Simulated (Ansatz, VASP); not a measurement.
# BaTiO3: VASP beside Ansatz

```
Ba Ti O
1.0
     3.96006    0.00000    0.00000
     0.00000    2.86061    2.87829
     0.00000   -2.86061    2.87829
Ba Ti O
1 1 3
Direct
  0.00000 0.00868 0.00868
  0.50000 0.52482 0.52482
  0.00000 0.48959 0.48959
  0.50000 0.49357 0.97956
  0.50000 0.97956 0.49357
```

Alike in both runs: functional r2SCAN; k mesh 4 × 4 × 4; occupations gaussian, width 0.02 eV; no spin polarisation.

Ansatz relaxed the structure, and its values are those at the end. VASP's run is a single point on that final structure, the one shown.

|  | VASP | Ansatz |
| --- | --- | --- |
| version | VASP 6.6.1 | Ansatz 0.2.0 |
| potentials or method | VASP PAW PBE potentials, release 64 (Ba_sv, Ti_sv, O), cutoff 520 eV | scalar-relativistic, plane waves, PAW |
| valence electrons in the cell | 40 | 40 |

Ansatz gave:

```
gap on the k mesh at the Fermi level (eV) : 2.69
least direct gap on the mesh (eV)         : 3.14
pressure (GPa)                            : 0.0
rms of the force components (eV/Å)        : 0.003
```

Task: What did VASP give for the same quantities?

Result: gap on the k mesh at the Fermi level (eV): 2.67; least direct gap on the mesh (eV): 3.16; pressure (GPa): 1.9; rms of the force components (eV/Å): 0.064.

VASP's potentials were made for PBE, not for r2SCAN.

Neither program's run includes spin-orbit coupling.
